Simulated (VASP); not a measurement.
The system is CuAu.

```
CELL_PARAMETERS angstrom
2.81075 0.00000 0.00000
0.00000 2.81075 0.00000
0.00000 0.00000 3.68500
ATOMIC_POSITIONS crystal
Au 0.00000 0.00000 0.00000
Cu 0.50000 0.50000 0.50000
```

Base run:

* Program: VASP 6.6.1
* Functional: r2SCAN
* Potentials or basis: VASP PAW PBE potentials, release 64 (Au, Cu)
* Cutoff: 520 eV
* k mesh: 9 × 9 × 7
* Occupations: fermi-dirac, width 0.05 eV
* Spin: no spin polarisation

Its results: band gap on the k mesh zero (band 11 reaches 12.18 eV, above the bottom of band 12 at 6.52 eV); pressure -0.3 GPa.

Problem. The run is repeated on the same cell with these changes: functional from r2SCAN to PBE. What comes out?

Solution. Band gap on the k mesh zero (band 11 reaches 12.19 eV, above the bottom of band 12 at 6.77 eV); pressure 4.4 GPa.

Caveats: spin-orbit coupling is left out, which moves the levels of the heavy elements; the PAW data sets were made with another functional, which shifts forces and pressure a little (some runs).
